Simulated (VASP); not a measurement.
RbBr, 2 atoms in the cell. The structure is cubic, space group Pm-3m (No. 221). The conventional cell has a = 4.098 Å, b = 4.098 Å, c = 4.098 Å, α = 90.00°, β = 90.00°, γ = 90.00°. Rb (site symmetry m-3m) has 8 Br at 3.55 Å and 6 Rb at 4.10 Å within 4.7 Å. Br (site symmetry m-3m) has 8 Rb at 3.55 Å and 6 Br at 4.10 Å within 4.7 Å. 

| Item | Value |
| --- | --- |
| Program | VASP 6.6.1 |
| Task | single point |
| Functional | LDA |
| Potentials or basis | VASP PAW LDA potentials, release 64 (Rb_sv, Br) |
| Cutoff | 500 eV |
| k mesh | 6 × 6 × 6 |
| Occupations | gaussian, width 0.01 eV |
| Spin | no spin polarisation |
| Dipole correction | no |
| Further INCAR settings | ALGO = Normal; EDIFF = 1e-06; NBANDS = 15 |

Potentials or basis: VASP PAW LDA potentials, release 64 (Rb_sv, Br).

Run with:

```bash
$ cat potpaw_LDA.64/Rb_sv/POTCAR potpaw_LDA.64/Br/POTCAR > POTCAR
$ mpirun -np 1 vasp_std > vasp.out
```

Hardware: 1 thread of Intel(R) Xeon(R) Platinum 8488C (Sapphire Rapids), with other jobs on the host.

**Question.** Estimate the wall time of this run.

**Answer.** It took 10 s on 1 thread of Intel(R) Xeon(R) Platinum 8488C (Sapphire Rapids) (shared host), peak memory 0.15 GiB. Counts: scf iterations 11, k points 20.
